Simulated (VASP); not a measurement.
# SiC (CsCl type) (Pm-3m) in VASP: a series of runs

The runs below take SiC (CsCl type) through single point, with PBE.

Program: VASP 6.6.1. These are calculated values, not measurements. Logs are shortened: lines on timing, memory, paths and dates and some standing lists are left out, and cuts for length are marked.

**1. The cell of the first run**

It takes space group Pm-3m (No. 221, cubic). The conventional cell has a = 2.531 Å, b = 2.531 Å, c = 2.531 Å, α = 90.00°, β = 90.00°, γ = 90.00°. Si (site symmetry m-3m) has 8 C at 2.19 Å and 6 Si at 2.53 Å within 2.9 Å. Within 2.9 Å of C (site symmetry m-3m) lie 8 Si at 2.19 Å and 6 C at 2.53 Å.

**2. Single point, PBE (8.10 Å³/atom)**

INCAR reads:

```
SYSTEM = SiC
PREC = Accurate ; ENCUT = 600
EDIFF = 1E-6 ; ISMEAR = -1
SIGMA = 0.08 ; LREAL = .FALSE.
LASPH = .TRUE. ; NELM = 120
ALGO = Normal ; ISIF = 2
LWAVE = .FALSE. ; LCHARG = .TRUE.
GGA = PE ; LELF = .TRUE.
LVHAR = .TRUE. ; NBANDS = 11
GGA_COMPAT = .FALSE.
```

KPOINTS reads:

```
Automatic mesh
0
G
  14 14 14
  0 0 0
```

POSCAR reads:

```
SiC
1.0
    2.5306007953      0.0000000000      0.0000000000
    0.0000000000      2.5306007953      0.0000000000
    0.0000000000      0.0000000000      2.5306007953
Si C
1 1
Direct
    0.0000000000      0.0000000000      0.0000000000
    0.5000000000      0.5000000000      0.5000000000
```

Potentials or basis: VASP PAW PBE potentials, release 64 (Si, C).

Run with:

```sh
$ cat potpaw_PBE.64/Si/POTCAR potpaw_PBE.64/C/POTCAR > POTCAR
$ mpirun -np 1 vasp_std > vasp.out
```

OUTCAR:

```text
SYSTEM = SiC
   PREC = Accurate
   ENCUT = 600
   EDIFF = 1E-6
   ISMEAR = -1
   LREAL = .FALSE.
   LASPH = .TRUE.
   NELM = 120
   ISIF = 2
   GGA = PE

 ion  position               nearest neighbor table
   1  0.000  0.000  0.000-   2 2.19   2 2.19   2 2.19   2 2.19   2 2.19   2 2.19   2 2.19   2 2.19

   2  0.500  0.500  0.500-   1 2.19   1 2.19   1 2.19   1 2.19   1 2.19   1 2.19   1 2.19   1 2.19

  LATTYP: Found a simple cubic cell.
 ALAT       =     2.5306007953

  Lattice vectors:

 A1 = (   2.5306007953,   0.0000000000,   0.0000000000)
 A2 = (   0.0000000000,   2.5306007953,   0.0000000000)
 A3 = (   0.0000000000,   0.0000000000,   2.5306007953)

Analysis of symmetry for initial positions (statically):
=====================================================================
 Subroutine PRICEL returns:
 Original cell was already a primitive cell.

 Routine SETGRP: Setting up the symmetry group for a
 simple cubic supercell.

 Subroutine GETGRP returns: Found 48 space group operations
 (whereof 48 operations were pure point group operations)
 out of a pool of 48 trial point group operations.

The static configuration has the point symmetry O_h .

Analysis of symmetry for dynamics (positions and initial velocities):
=====================================================================
 Subroutine PRICEL returns:
 Original cell was already a primitive cell.

 Routine SETGRP: Setting up the symmetry group for a
 simple cubic supercell.

 Subroutine GETGRP returns: Found 48 space group operations
 (whereof 48 operations were pure point group operations)
 out of a pool of 48 trial point group operations.

The dynamic configuration has the point symmetry O_h .

 Subroutine INISYM returns: Found 48 space group operations
 (whereof 48 operations are pure point group operations),
 and found     1 'primitive' translations

----------------------------------------------------------------------------------------

                                     Primitive cell

  volume of cell :      16.2058

  direct lattice vectors                    reciprocal lattice vectors
     2.530600795  0.000000000  0.000000000     0.395163078  0.000000000  0.000000000
     0.000000000  2.530600795  0.000000000     0.000000000  0.395163078  0.000000000
     0.000000000  0.000000000  2.530600795     0.000000000  0.000000000  0.395163078

  length of vectors
     2.530600795  2.530600795  2.530600795     0.395163078  0.395163078  0.395163078

  position of ions in fractional coordinates (direct lattice)
     0.000000000  0.000000000  0.000000000
     0.500000000  0.500000000  0.500000000

  ion indices of the primitive-cell ions
   primitive index   ion index
                 1           1
                 2           2

----------------------------------------------------------------------------------------

 KPOINTS: Automatic mesh

Automatic generation of k-mesh.
 Grid dimensions read from file:
 generate k-points for:   14   14   14

 Generating k-lattice:

  Cartesian coordinates                     Fractional coordinates (reciprocal lattice)
     0.028225934  0.000000000  0.000000000     0.071428571  0.000000000  0.000000000
     0.000000000  0.028225934  0.000000000     0.000000000  0.071428571  0.000000000
     0.000000000  0.000000000  0.028225934     0.000000000  0.000000000  0.071428571

  Length of vectors
     0.028225934  0.028225934  0.028225934

  Shift w.r.t. Gamma in fractional coordinates (k-lattice)
     0.000000000  0.000000000  0.000000000

 Subroutine IBZKPT returns following result:
 ===========================================

 Found    120 irreducible k-points:

 Following reciprocal coordinates:
            Coordinates               Weight
  0.000000  0.000000  0.000000      1.000000
  0.071429  0.000000  0.000000      6.000000
  0.142857  0.000000  0.000000      6.000000
  0.214286  0.000000  0.000000      6.000000
  0.285714  0.000000  0.000000      6.000000
  0.357143  0.000000  0.000000      6.000000
[... 16 lines left out ...]
  0.285714  0.214286  0.000000     24.000000
  0.357143  0.214286  0.000000     24.000000
 [... further k-points ...]
   k-points           NKPTS =    120   k-points in BZ     NKDIM =    120   number of bands    NBANDS=     11
   number of dos      NEDOS =    301   number of ions     NIONS =      2
   total plane-waves  NPLWV =   8000
   dimension x,y,z NGX =    20 NGY =   20 NGZ =   20
   dimension x,y,z NGXF=    40 NGYF=   40 NGZF=   40
   ions per type =               1   1
   NGX,Y,Z   is equivalent  to a cutoff of  13.14, 13.14, 13.14 a.u.
   NGXF,Y,Z  is equivalent  to a cutoff of  26.28, 26.28, 26.28 a.u.
 SYSTEM =  SiC
   PREC   = accura    normal or accurate (medium, high low for compatibility)
   ISTART =      0    job   : 0-new  1-cont  2-samecut
   ICHARG =      2    charge: 1-file 2-atom 10-const
   ISPIN  =      1    spin polarized calculation?
   LNONCOLLINEAR =      F non collinear calculations
   LSORBIT =      F    spin-orbit coupling
   LASPH  =      T    aspherical Exc in radial PAW
   ENCUT  =  600.0 eV  44.10 Ry    6.64 a.u.   5.05  5.05  5.05*2*pi/ulx,y,z
   NELM   =    120;   NELMIN=  2; NELMDL= -5     # of ELM steps
   EDIFF  = 0.1E-05   stopping-criterion for ELM
   LREAL  =      F    real-space projection
   EDIFFG = 0.1E-04   stopping-criterion for IOM
   NSW    =      0    number of steps for IOM
   IBRION =     -1    ionic relax: 0-MD 1-quasi-New 2-CG
   NFREE  =      0    steps in history (QN), initial steepest desc. (CG)
   ISIF   =      2    stress and relaxation
   ISYM   =      2    0-nonsym 1-usesym 2-fastsym
   POTIM  = 0.5000    time-step for ionic-motion
   TEBEG  =    0.0;   TEEND  =   0.0 temperature during run
   PSTRESS=    0.0 pullay stress
   NELECT =       8.0000    total number of electrons
   NUPDOWN=      -1.0000    fix difference up-down
   EMIN   =  10.00;   EMAX   =-10.00  energy-range for DOS
   EFERMI =   0.00;   METHOD = LEGACY
   ISMEAR =    -1;   SIGMA  =   0.08  broadening in eV -4-tet -1-fermi 0-gaus
   EFERMI_NEDOS =   21; number of points for ismear=-14 and -15
   IALGO  =     38    algorithm
   IMIX   =      4    mixing-type and parameters
     AMIX     =   0.40;   BMIX     =  1.00
     AMIX_MAG =   1.60;   BMIX_MAG =  1.00
  volume/ion in A,a.u.               =       8.10        54.68
  Fermi-wavevector in a.u.,A,eV,Ry     =   1.293842  2.445007 22.776516  1.674027
  Thomas-Fermi vector in A             =   2.425462
   LORBIT       =      0    0 simple, 1 ext, 2 COOP (PROOUT), +10 PAW based schemes
   GGA     = PE    functional components
   LHFCALC =     F    Hartree Fock is set to
   AEXX    =    0.0000 exact exchange contribution
   IVDW    =     0    specifies the selected vdW correction
   LEPSILON=     F    determine dielectric tensor
   LRPA    =     F    only Hartree local field effects (RPA)
 non-spin polarized calculation
  energy-cutoff  :      600.00
  volume of cell :       16.21
 maximum number of plane-waves:       554
   NGX = 11   NGY = 11   NGZ = 11

 number of electron       8.0000000 magnetization

 Free energy of the ion-electron system (eV)
  ---------------------------------------------------
  ext. energy  EPLUGINS =         0.00000000
  ---------------------------------------------------
  free energy    TOTEN  =       -10.74432048 eV

  energy without entropy =      -10.72992129  energy(sigma->0) =      -10.73712089

 E-fermi :  13.1508     XC(G=0): -12.9742

 val. band max:       13.1472741383   @ k =   0.4286   0.0714   0.0714
 cond. band min:      13.1553953365   @ k =   0.2143   0.2143   0.0000
 fundamental gap:      0.0081211982
 Fermi energy:        13.1507588407

 k-point     1 :       0.0000    0.0000    0.0000
  band No.  band energies     occupation
      1      -5.9011      2.00000
      2      11.8477      2.00000
      3      11.8477      2.00000
      4      11.8477      2.00000
      5      16.2663      0.00000
      6      17.8018      0.00000
      7      17.8018      0.00000
      8      27.7382      0.00000
      9      27.7382      0.00000
     10      27.7382      0.00000
     11      34.5460      0.00000

 k-point     2 :       0.0714    0.0000    0.0000
  band No.  band energies     occupation
      1      -5.7940      2.00000
      2      10.8234      2.00000
      3      11.9245      2.00000
      4      11.9245      2.00000
      5      16.5315      0.00000
      6      17.9103      0.00000
      7      18.6749      0.00000
      8      27.4158      0.00000
      9      27.4158      0.00000
     10      27.6373      0.00000
     11      34.3803      0.00000

 k-point     3 :       0.1429    0.0000    0.0000
  band No.  band energies     occupation
      1      -5.4734      2.00000
      2       8.8387      2.00000
      3      12.1500      1.99999
      4      12.1500      1.99999
      5      16.8677      0.00000
      6      18.2331      0.00000
      7      20.5376      0.00000
      8      26.5254      0.00000
      9      26.5254      0.00000
     10      27.5092      0.00000
     11      34.1125      0.00000

 k-point     4 :       0.2143    0.0000    0.0000
  band No.  band energies     occupation
      1      -4.9415      2.00000
      2       6.7181      2.00000
      3      12.5071      1.99936
      4      12.5071      1.99936
      5      17.2734      0.00000
      6      18.7613      0.00000
      7      22.0599      0.00000
      8      25.2834      0.00000
      9      25.2834      0.00000
     10      27.9523      0.00000
     11      32.9789      0.00000
[... 239 lines left out ...]
 k-point    22 :       0.2143    0.2143    0.0000
  band No.  band energies     occupation
      1      -3.9907      2.00000
      2       7.4091      2.00000
      3       7.7322      2.00000
      4      13.1554      0.97103
      5      18.5227      0.00000
      6      18.7187      0.00000
      7      22.8735      0.00000
      8      24.9169      0.00000
      9      25.4104      0.00000
     10      29.9315      0.00000
     11      30.1238      0.00000

 k-point    23 :       0.2857    0.2143    0.0000
  band No.  band energies     occupation
      1      -3.2605      2.00000
      2       5.5495      2.00000
      3       8.2153      2.00000
      4      13.5973      0.00750
      5      17.1444      0.00000
      6      19.1707      0.00000
      7      23.0686      0.00000
      8      24.2607      0.00000
      9      26.4512      0.00000
     10      29.6771      0.00000
     11      30.3205      0.00000

 k-point    24 :       0.3571    0.2143    0.0000
  band No.  band energies     occupation
      1      -2.3404      2.00000
      2       3.6951      2.00000
      3       8.9580      2.00000
      4      14.0628      0.00002
      5      15.6541      0.00000
      6      19.8609      0.00000
      7      22.8206      0.00000
      8      23.4078      0.00000
      9      27.3042      0.00000
     10      29.8307      0.00000
     11      29.8572      0.00000

 [... further k-points ...]

------------------------ aborting loop because EDIFF is reached ----------------------------------------

  FORCE on cell =-STRESS in cart. coord.  units (eV):
  Direction    XX          YY          ZZ          XY          YZ          ZX
  --------------------------------------------------------------------------------------
  -------------------------------------------------------------------------------------
  Total        2.9442090      2.9442090      2.9442090     -0.0000000      0.0000000      0.0000000
  in kB      291.0772725    291.0772725    291.0772725     -0.0000000      0.0000000      0.0000000
  external PRESSURE =     291.0772725 kB  Pullay stress =       0.0000000 kB

 VOLUME and BASIS-vectors are now :
 -----------------------------------------------------------------------------
  energy-cutoff  :      600.00
  volume of cell :       16.21
      direct lattice vectors                 reciprocal lattice vectors
     2.530600795  0.000000000  0.000000000     0.395163078  0.000000000  0.000000000
     0.000000000  2.530600795  0.000000000     0.000000000  0.395163078  0.000000000
     0.000000000  0.000000000  2.530600795     0.000000000  0.000000000  0.395163078

 POSITION                                       TOTAL-FORCE (eV/Angst)
 -----------------------------------------------------------------------------------
      0.00000      0.00000      0.00000         0.000000      0.000000      0.000000
      1.26530      1.26530      1.26530         0.000000      0.000000      0.000000
 -----------------------------------------------------------------------------------
    total drift:                                0.000000      0.000000      0.000000

  FREE ENERGIE OF THE ION-ELECTRON SYSTEM (eV)
  ---------------------------------------------------
  free  energy   TOTEN  =       -10.7443204828 eV

  energy  without entropy=      -10.7299212915  energy(sigma->0) =      -10.73712089
```

Run time: 13 s. Hardware: 1 thread of Intel Xeon Platinum 8488C (Sapphire Rapids), shared host; peak memory 0.14 GiB.

What came out:

* Free energy: -10.7443 eV
* Pressure: 29.1 GPa
* Band gap on the k mesh: zero (bands 4 and 5 overlap by 4.36 eV)

Caveat: the cell stands under pressure.

(Part 1 of 2 ends here.)
